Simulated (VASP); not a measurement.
# BiTe (Fm-3m) in VASP: notebook, part 2 of 2

VASP 6.6.1. The steps go on from the part before.

## 3. Relaxation of cell and atoms, PBE, target pressure 25 GPa, at which the enthalpy is minimised

This run uses another cell than the first one, of 26.72 Å³/atom.

The input, INCAR:

```
SYSTEM = BiTe
PREC = Accurate
ENCUT = 600
EDIFF = 1E-6
ISMEAR = 0
SIGMA = 0.1
LREAL = .FALSE.
LASPH = .TRUE.
NELM = 60
ALGO = Normal
ISIF = 3
LWAVE = .FALSE.
LCHARG = .FALSE.
GGA = PE
IBRION = 2
NSW = 70
EDIFFG = -0.008
PSTRESS = 250.0
```

The input, KPOINTS:

```
Automatic mesh
0
G
  12 12 12
  0 0 0
```

The input, POSCAR:

```
BiTe
1.0
    0.0000000000      2.9895965650      2.9895965650
    2.9895965650      0.0000000000      2.9895965650
    2.9895965650      2.9895965650      0.0000000000
Bi Te
1 1
Direct
    0.0000000000      0.0000000000      0.0000000000
    0.5000000000      0.5000000000      0.5000000000
```

Potentials or basis: VASP PAW PBE potentials, release 64 (Bi_d, Te).

Started as:

```console
> cat potpaw_PBE.64/Bi_d/POTCAR potpaw_PBE.64/Te/POTCAR > POTCAR
> mpirun -np 1 vasp_std > vasp.out
```

OUTCAR:

```text
SYSTEM = BiTe
   PREC = Accurate
   ENCUT = 600
   EDIFF = 1E-6
   ISMEAR = 0
   LREAL = .FALSE.
   LASPH = .TRUE.
   NELM = 60
   ISIF = 3
   GGA = PE
   IBRION = 2
   NSW = 70
   EDIFFG = -0.008
   PSTRESS = 250.0

 ion  position               nearest neighbor table
   1  0.000  0.000  0.000-   2 2.99   2 2.99   2 2.99   2 2.99   2 2.99   2 2.99
   2  0.500  0.500  0.500-   1 2.99   1 2.99   1 2.99   1 2.99   1 2.99   1 2.99

  LATTYP: Found a face centered cubic cell.
 ALAT       =     5.9791931300

  Lattice vectors:

 A1 = (   0.0000000000,   2.9895965650,   2.9895965650)
 A2 = (   2.9895965650,   0.0000000000,   2.9895965650)
 A3 = (   2.9895965650,   2.9895965650,   0.0000000000)

Analysis of symmetry for initial positions (statically):
=====================================================================
 Subroutine PRICEL returns:
 Original cell was already a primitive cell.

 Routine SETGRP: Setting up the symmetry group for a
 face centered cubic supercell.

 Subroutine GETGRP returns: Found 48 space group operations
 (whereof 48 operations were pure point group operations)
 out of a pool of 48 trial point group operations.

The static configuration has the point symmetry O_h .

Analysis of symmetry for dynamics (positions and initial velocities):
=====================================================================
 Subroutine PRICEL returns:
 Original cell was already a primitive cell.

 Routine SETGRP: Setting up the symmetry group for a
 face centered cubic supercell.

 Subroutine GETGRP returns: Found 48 space group operations
 (whereof 48 operations were pure point group operations)
 out of a pool of 48 trial point group operations.

The dynamic configuration has the point symmetry O_h .

 Subroutine INISYM returns: Found 48 space group operations
 (whereof 48 operations are pure point group operations),
 and found     1 'primitive' translations

----------------------------------------------------------------------------------------

                                     Primitive cell

  volume of cell :      53.4402

  direct lattice vectors                    reciprocal lattice vectors
     0.000000000  2.989596565  2.989596565    -0.167246647  0.167246647  0.167246647
     2.989596565  0.000000000  2.989596565     0.167246647 -0.167246647  0.167246647
[... 103 lines left out ...]
   IMIX   =      4    mixing-type and parameters
     AMIX     =   0.40;   BMIX     =  1.00
     AMIX_MAG =   1.60;   BMIX_MAG =  1.00
  volume/ion in A,a.u.               =      26.72       180.32
  Fermi-wavevector in a.u.,A,eV,Ry     =   1.199109  2.265988 19.563307  1.437862
  Thomas-Fermi vector in A             =   2.334980
   LORBIT       =      0    0 simple, 1 ext, 2 COOP (PROOUT), +10 PAW based schemes
   GGA     = PE    functional components
   LHFCALC =     F    Hartree Fock is set to
   AEXX    =    0.0000 exact exchange contribution
   IVDW    =     0    specifies the selected vdW correction
   LEPSILON=     F    determine dielectric tensor
   LRPA    =     F    only Hartree local field effects (RPA)
 conjugate gradient relaxation of ions
 non-spin polarized calculation
 Gauss-broadening in eV      SIGMA  =   0.10
  energy-cutoff  :      600.00
  volume of cell :       53.44
 maximum number of plane-waves:      1812
 NGX is ok and might be reduce to    36
   NGX = 17   NGY = 17   NGZ = 17

--------------------------------------- Ionic step        1  -------------------------------------------

 number of electron      21.0000000 magnetization

 Free energy of the ion-electron system (eV)
  ---------------------------------------------------
  ext. energy  EPLUGINS =         0.00000000
  ---------------------------------------------------
  free energy    TOTEN  =        -6.38270458 eV

  energy without entropy =       -6.37677534  energy(sigma->0) =       -6.37973996

 E-fermi :   9.8890     XC(G=0): -10.5339

 val. band max:        9.8687179981   @ k =   0.3333   0.1667   0.0833
 cond. band min:       9.8997820698   @ k =   0.4167   0.1667   0.0833
 fundamental gap:      0.0310640717
 Fermi energy:         9.8890060705

 k-point     1 :       0.0000    0.0000    0.0000
  band No.  band energies     occupation
      1     -13.5012      2.00000
      2     -13.5012      2.00000
      3     -13.4785      2.00000
      4     -13.4785      2.00000
      5     -13.4785      2.00000
      6      -5.5785      2.00000
      7       2.8190      2.00000
      8       6.6394      2.00000
      9       6.6394      2.00000
     10       6.6394      2.00000
     11      12.5147      0.00000
     12      12.5147      0.00000
     13      12.5147      0.00000
     14      14.1349      0.00000
[... 504 lines left out ...]
--------------------------------------- Ionic step        4  -------------------------------------------

 number of electron      20.9999998 magnetization

 Free energy of the ion-electron system (eV)
  ---------------------------------------------------
  ext. energy  EPLUGINS =         0.00000000
  ---------------------------------------------------
  free energy    TOTEN  =        -6.17154663 eV

  energy without entropy =       -6.16605665  energy(sigma->0) =       -6.16880164

 E-fermi :  10.3282     XC(G=0): -10.6691

 val. band max:       10.3173653339   @ k =   0.4167   0.1667   0.0833
 cond. band min:      10.3396295277   @ k =   0.3333   0.1667   0.0833
 fundamental gap:      0.0222641939
 Fermi energy:        10.3281510310

 k-point     1 :       0.0000    0.0000    0.0000
  band No.  band energies     occupation
      1     -13.1186      2.00000
      2     -13.1186      2.00000
      3     -13.0926      2.00000
      4     -13.0926      2.00000
      5     -13.0926      2.00000
      6      -5.4166      2.00000
      7       3.4039      2.00000
      8       6.9797      2.00000
      9       6.9797      2.00000
     10       6.9797      2.00000
     11      12.9966      0.00000
     12      12.9966      0.00000
     13      12.9966      0.00000
     14      14.5133      0.00000
[... 424 lines left out ...]
  energy  without entropy=       -6.1660566461  energy(sigma->0) =       -6.16880164

  enthalpy is  TOTEN    =         1.9378297227 eV   P V=        8.1093763566

 reached required accuracy - stopping structural energy minimisation
```

OSZICAR:

```text
N       E                     dE             d eps       ncg     rms          rms(c)
DAV:   1     0.167420843467E+03    0.16742E+03   -0.11192E+04  2022   0.169E+03
DAV:   2     0.554156221620E+01   -0.16188E+03   -0.15979E+03  2142   0.406E+02
[... 31 lines left out ...]
DAV:   9    -0.617661274389E+01   -0.23830E-06   -0.70357E-07  1026   0.142E-02
   3 F= 0.19378378E+01 E0= 0.19405901E+01  d E =-.181351E-01
       N       E                     dE             d eps       ncg     rms          rms(c)
DAV:   1    -0.617162183755E+01    0.49907E-02   -0.20872E-03  2538   0.805E-01    0.529E-02
DAV:   2    -0.617155845540E+01    0.63382E-04   -0.11659E-04  2448   0.206E-01    0.198E-02
DAV:   3    -0.617154605724E+01    0.12398E-04   -0.46609E-05  2564   0.116E-01    0.280E-03
DAV:   4    -0.617154663396E+01   -0.57672E-06   -0.11987E-06  1014   0.116E-02
   4 F= 0.19378297E+01 E0= 0.19405747E+01  d E =-.181432E-01
```

Wall time 3.6 min (1 thread of Intel Xeon 8259CL, shared host); peak memory 0.26 GiB.

Results:

- Free energy: -6.1715 eV
- Relaxed volume: 25.99 Å³/atom
- Relaxed cell: a = 4.189 Å, b = 4.189 Å, c = 4.189 Å, α = 60.00°, β = 60.00°, γ = 60.00°
- Space group after relaxing (to 0.1 Å): Fm-3m (No. 225)
- Energy change on relaxing (the run minimises the enthalpy): +105.6 meV/atom
- Ionic steps: 4
- Pressure after relaxing: 25.0 GPa
- Band gap on the k mesh: zero (an odd number of electrons rules out a gap without spin polarisation)

Step by step:
```tsv
step	energy change (eV)	largest force (eV/Å)	pressure (GPa)	volume (Å³)
1	0.0000	0.0000	21.15	53.44
2	0.8419	0.0000	36.04	48.63
3	0.2061	0.0000	24.90	52.00
4	0.2112	0.0000	24.97	51.97
```

Final structure:
```
CELL_PARAMETERS angstrom
0.00000 2.96194 2.96194
2.96194 0.00000 2.96194
2.96194 2.96194 0.00000
ATOMIC_POSITIONS crystal
Bi 0.00000 0.00000 0.00000
Te 0.50000 0.50000 0.50000
```

Levels at points of the mesh, in eV from the Fermi level:
```
           k point  band 8  band 9  band 10  band 11  band 12  band 13
(0.00, 0.00, 0.00)   -3.35   -3.35    -3.35     2.67     2.67     2.67
(0.50, 0.00, 0.00)   -2.50   -2.50    -1.39    -1.14    -1.14    -0.96
(0.50, 0.50, 0.00)   -7.72   -5.44    -5.44     1.14     4.94     4.94
```

Caveat: the cell is relaxed towards a set pressure, so the run minimises the enthalpy, not the energy; spin-orbit coupling is left out, which moves the levels of the heavy elements.

## 4. Relaxation of cell and atoms, PBE, target pressure 12 GPa, at which the enthalpy is minimised

This run uses another cell than the first one, of 29.51 Å³/atom.

The input, INCAR:

```
SYSTEM = BiTe
PREC     = Accurate       ! precision mode
ENCUT    = 600            ! plane-wave cutoff, eV
EDIFF    = 1E-6           ! SCF threshold, eV
ISMEAR   = 0              ! smearing method
SIGMA    = 0.1            ! smearing width, eV
LREAL    = .False.        ! projectors in reciprocal space
LASPH    = .True.         ! aspherical terms in the spheres
NELM     = 100            ! most SCF steps
ALGO     = Normal         ! electronic algorithm
ISIF     = 3              ! what is computed and relaxed
LWAVE    = .False.        ! write WAVECAR
LCHARG   = .False.        ! write CHGCAR
GGA      = PE             ! functional
IBRION   = 2              ! ionic algorithm
NSW      = 70             ! ionic steps
EDIFFG   = -0.008         ! ionic threshold
PSTRESS  = 120.0
```

The input, KPOINTS:

```
Automatic mesh
0
Gamma
  12 12 12
  0 0 0
```

The input, POSCAR:

```
BiTe
1.0
    0.0000000000      3.0902092630      3.0902092630
    3.0902092630      0.0000000000      3.0902092630
    3.0902092630      3.0902092630      0.0000000000
Bi Te
1 1
Direct
    0.0000000000      0.0000000000      0.0000000000
    0.5000000000      0.5000000000      0.5000000000
```

Started as:

```console
> cat potpaw_PBE.64/Bi_d/POTCAR potpaw_PBE.64/Te/POTCAR > POTCAR
> mpirun -np 1 vasp_std > vasp.out
```

It took 3.1 min on 1 thread of Intel Xeon 8259CL, shared host; peak memory 0.26 GiB.

The run converged. Its results:

```
Free energy                                                : -6.8352 eV
Relaxed volume                                             : 28.95 Å³/atom
Relaxed cell                                               : a = 4.342 Å, b = 4.342 Å, c = 4.342 Å, α = 60.00°, β = 60.00°, γ = 60.00°
Space group after relaxing (to 0.1 Å)                      : Fm-3m (No. 225)
Energy change on relaxing (the run minimises the enthalpy) : +39.0 meV/atom
Ionic steps                                                : 3
Pressure after relaxing                                    : 12.0 GPa
Band gap on the k mesh                                     : zero (an odd number of electrons rules out a gap without spin polarisation)
```

The path:
```csv
step,energy change (eV),largest force (eV/Å),pressure (GPa),volume (Å³)
1,0.0000,0.0000,10.19,59.02
2,0.2193,0.0000,15.05,56.21
3,0.0779,0.0000,12.00,57.89
```

Final structure:
```yaml
crystal:
  lattice:
    - [0.00000, 3.07038, 3.07038]
    - [3.07038, 0.00000, 3.07038]
    - [3.07038, 3.07038, 0.00000]
  atoms:
    - { symbol: Bi, position: [0.00000, 0.00000, 0.00000] }
    - { symbol: Te, position: [0.50000, 0.50000, 0.50000] }
```

Levels at points of the mesh, in eV from the Fermi level:
```tsv
k point	band 7	band 8	band 9	band 10	band 11	band 12	band 13	band 14
(0.00, 0.00, 0.00)	-7.46	-2.99	-2.99	-2.99	2.49	2.49	2.49	4.41
(0.50, 0.00, 0.00)	-11.89	-2.24	-2.24	-1.50	-0.89	-0.89	-0.88	7.70
(0.50, 0.50, 0.00)	-9.98	-6.80	-4.80	-4.80	1.64	4.38	4.38	6.22
```

Caveat: the cell is relaxed towards a set pressure, so the run minimises the enthalpy, not the energy; spin-orbit coupling is left out, which moves the levels of the heavy elements.

## 5. The runs side by side

| cell | gap on the mesh (eV) | pressure (GPa) |
| --- | --- | --- |
| relaxed to 50 GPa from a = 4.078 Å, angles 60.0°, 2 atoms | none | 50.0 |
| relaxed to 25 GPa from a = 4.228 Å, angles 60.0°, 2 atoms | none | 25.0 |
| relaxed to 12 GPa from a = 4.370 Å, angles 60.0°, 2 atoms | none | 12.0 |

Alike in all rows: task relaxation of cell and atoms; level PBE; potentials or basis VASP PAW PBE potentials, release 64 (Bi_d, Te); no spin polarisation; k mesh 12 × 12 × 12; cutoff (eV) 600; smearing gaussian 0.1 eV.

Caveats: the cell is relaxed towards a set pressure, so the run minimises the enthalpy, not the energy; spin-orbit coupling is left out, which moves the levels of the heavy elements.

Total energies depend on the potentials used, so only differences within one code and one set of settings carry meaning.
